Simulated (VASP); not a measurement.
Set up this calculation in VASP 6.6.1, as the native input.

| Property | Result |
| --- | --- |
| Task | single point |
| Functional | PBE |
| Potentials or basis | VASP PAW PBE potentials, release 64 (Fe, Al, B) |
| Cutoff | 520 eV |
| k mesh | 7 × 7 × 7 |
| Occupations | fermi-dirac, width 0.05 eV |
| Spin | collinear spin, ferromagnetic start |
| Starting moments | [3.0, 3.0, 3.0, 0.0, 0.0] μB |
| Dipole correction | no |
| Further INCAR settings | ALGO = Fast; EDIFF = 1e-06; NBANDS = 27 |

The structure of AlFe3B lies in POSCAR:

```
AlFe3B
1.0
    3.8223220000      0.0000000000      0.0000000000
    0.0000000000      3.8223220000      0.0000000000
    0.0000000000      0.0000000000      3.8223220000
Fe Al B
3 1 1
Direct
    0.0000000000      0.0000000000      0.5000000000
    0.0000000000      0.5000000000      0.0000000000
    0.5000000000      0.0000000000      0.0000000000
    0.5000000000      0.5000000000      0.5000000000
    0.0000000000      0.0000000000      0.0000000000
```

These files were run (other wordings do the same):

INCAR

```
  ALGO = Fast
  EDIFF = 1E-6
  ENCUT = 520
  GGA = PE
  ISIF = 2
  ISMEAR = -1
  ISPIN = 2
  LASPH = T
  LCHARG = F
  LMAXMIX = 4
  LORBIT = 11
  LREAL = F
  LWAVE = F
  MAGMOM = 3 3 3 0 0
  NBANDS = 27
  NELM = 150
  PREC = Accurate
  SIGMA = 0.05
```

KPOINTS

```
k-points
0
Gamma
  7 7 7
```

Potentials or basis: VASP PAW PBE potentials, release 64 (Fe, Al, B).

Run with:

```bash
$ cat potpaw_PBE.64/Fe/POTCAR potpaw_PBE.64/Al/POTCAR potpaw_PBE.64/B/POTCAR > POTCAR
$ mpirun -np 1 vasp_std > vasp.out
```

It gave:

| Property | Result |
| --- | --- |
| Pressure | -0.8 GPa |
| Net moment | 4.11 μB per cell |
| Site moments | Fe +1.48; Al -0.07; B -0.13 μB |
| Valence electrons inside the program's atomic spheres | Fe 7.45; Al 0.74; B 2.12 |

It took 92 s on 1 thread of Intel Xeon 8259CL, on a shared host, peak memory 0.2 GiB.
